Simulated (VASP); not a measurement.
Runs of VASP 6.6.1 on Ti. The structure is that of space group Pmma (No. 51), or close to it. The cells are those of the table. 

| cell | k mesh | gap on the mesh (eV) | moment (μB) | largest force (eV/Å) |
| --- | --- | --- | --- | --- |
| a = 11.300, b = 9.300, c = 2.632 Å, 2 atoms | 1 × 1 × 24 | none | 0.36 | 0.01 |
| a = 11.300, b = 9.300, c = 2.690 Å, 2 atoms | 1 × 1 × 24 | none | 0.34 | 1.68 |
| a = 10.100, b = 9.300, c = 2.613 Å, 2 atoms | 1 × 1 × 14 | none | (b) | 0.01 |
| a = 10.100, b = 9.300, c = 4.567 Å, 2 atoms | 1 × 1 × 14 | none | (a) | 0.14 |

Alike in all rows: task single point; level PBE; potentials or basis VASP PAW PBE potentials, release 64 (Ti_sv); spin collinear, ferromagnetic start; cutoff (eV) 520; smearing gaussian 0.05 eV.

Q: Fill in the values left out.

A: (a) 3.18; (b) 0.30.

A gap of «none» marks levels without a gap at the run's occupations.
